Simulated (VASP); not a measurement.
**S: single point with PBEsol**

S, a slab with vacuum:

```
S
1.0
    16.82916    0.00000    0.00000
     0.00000   16.82916    0.00000
     0.00000    0.00000   20.44743
S
8
Direct
  0.35987 0.50000 0.41637
  0.40092 0.40092 0.46363
  0.40092 0.59908 0.46363
  0.50000 0.35987 0.41637
  0.50000 0.64013 0.41637
  0.59908 0.40092 0.46363
  0.59908 0.59908 0.46363
  0.64013 0.50000 0.41637
```

| Property | Result |
| --- | --- |
| Program | VASP 6.6.1 |
| Task | single point |
| Functional | PBEsol |
| Potentials or basis | VASP PAW PBE potentials, release 64 (S) |
| Cutoff | 520 eV |
| k mesh | 1 × 1 × 1 |
| Occupations | gaussian, width 0.1 eV |
| Spin | no spin polarisation |
| Dipole correction | no |
| Further INCAR settings | ALGO = Normal; EDIFF = 1e-06; NBANDS = 34 |

```json
{"Largest force": "0.045 eV/Å", "Band gap on the k mesh": "3.42 eV"}
```

Forces in eV/Å, atoms in the order of the input:
```
S   -0.031  0.000 -0.031
S   -0.023 -0.023  0.031
S   -0.023  0.023  0.031
S    0.000 -0.031 -0.031
S    0.000  0.031 -0.031
S    0.023 -0.023  0.031
S    0.023  0.023  0.031
S    0.031  0.000 -0.031
```

Levels at points of the mesh, in eV from the valence-band top:
```tsv
k point	band 20	band 21	band 22	band 23	band 24	band 25	band 26	band 27	band 28	band 29
(0.00, 0.00, 0.00)	-0.37	-0.37	-0.10	-0.10	0.00	3.42	3.42	3.75	4.59	4.59
```

Wall time 11 min on 1 thread of Intel(R) Xeon(R) Platinum 8559C (Emerald Rapids), with other jobs on the host, peak memory 3.2 GiB.

Caveat: the PAW data sets were made with another functional, which shifts forces and pressure a little.
